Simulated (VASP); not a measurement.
SrAs2H2: single point with PBE

Crystal: SrAs2H2.

```
CELL_PARAMETERS angstrom
2.52176 4.36781 0.00000
-2.52176 4.36781 0.00000
0.00000 0.00000 4.06410
ATOMIC_POSITIONS crystal
As 0.33333 0.33333 0.54756
As 0.66667 0.66667 0.45244
H 0.33333 0.33333 0.16109
H 0.66667 0.66667 0.83891
Sr 0.00000 0.00000 0.00000
```

| Item | Value |
| --- | --- |
| Program | VASP 6.6.1 |
| Task | single point |
| Functional | PBE |
| Potentials or basis | VASP PAW PBE potentials, release 64 (As_d, H, Sr_sv) |
| Cutoff | 600 eV |
| k mesh | 7 × 7 × 5 |
| Occupations | fermi-dirac, width 0.05 eV |
| Spin | no spin polarisation |

The pressure is 0.0 GPa and the largest force is 0.034 eV/Å. The band gap on the k mesh is zero (bands 21 and 22 overlap by 1.51 eV).

Forces on the atoms (eV/Å):
```
As   0.000  0.000 -0.030
As   0.000  0.000  0.030
H    0.000  0.000  0.034
H    0.000  0.000 -0.034
Sr   0.000  0.000  0.000
```

Stress tensor (GPa, compression positive):
```
 0.05  0.00  0.00
 0.00  0.05  0.00
 0.00  0.00 -0.18
```

Levels at points of the mesh, in eV from the Fermi level:
| k point | band 18 | band 19 | band 20 | band 21 | band 22 | band 23 | band 24 | band 25 |
| --- | --- | --- | --- | --- | --- | --- | --- | --- |
| (0.00, 0.00, 0.00) | -3.80 | -3.80 | -2.82 | -0.54 | -0.31 | -0.31 | 1.24 | 2.66 |

Run time: 97 s on 1 thread of AMD EPYC 7R43 64-Core Processor (Zen 3) (shared host), peak memory 0.23 GiB.
